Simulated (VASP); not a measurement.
A run of VASP 6.6.1 is set up as follows.

INCAR

```
ALGO = Normal
EDIFF = 1E-7
EDIFFG = -0.002
ENCUT = 500
GGA_COMPAT = F
IBRION = 2
ISIF = 3
ISMEAR = 0
LASPH = T
LCHARG = F
LREAL = F
LWAVE = F
NELM = 120
NELMIN = 4
NSW = 100
PREC = Accurate
SIGMA = 0.01
```

The input KPOINTS:

```
k-points
0
Gamma
  6 6 6
```

Contents of POSCAR:

```
CsI
1.0
    4.5667000000      0.0000000000      0.0000000000
    0.0000000000      4.5667000000      0.0000000000
    0.0000000000      0.0000000000      4.5667000000
Cs I
1 1
Direct
    0.0000000000      0.0000000000      0.0000000000
    0.5000000000      0.5000000000      0.5000000000
```

Potentials or basis: VASP PAW LDA potentials, release 64 (Cs_sv, I).

Run with:

```bash
$ cat potpaw_LDA.64/Cs_sv/POTCAR potpaw_LDA.64/I/POTCAR > POTCAR
$ mpirun -np 1 vasp_std > vasp.out
```

Task: Predict the space group after relaxing (to 0.1 Å).

Result: Pm-3m (No. 221).

Task: Estimate the relaxed volume.

Result: 42.83 Å³/atom.

Final structure:
```
Cs I
1.0
     4.40825    0.00000    0.00000
     0.00000    4.40825    0.00000
     0.00000    0.00000    4.40825
Cs I
1 1
Direct
  0.00000 0.00000 0.00000
  0.50000 0.50000 0.50000
```

 LDA usually gives volumes a few per cent too small.
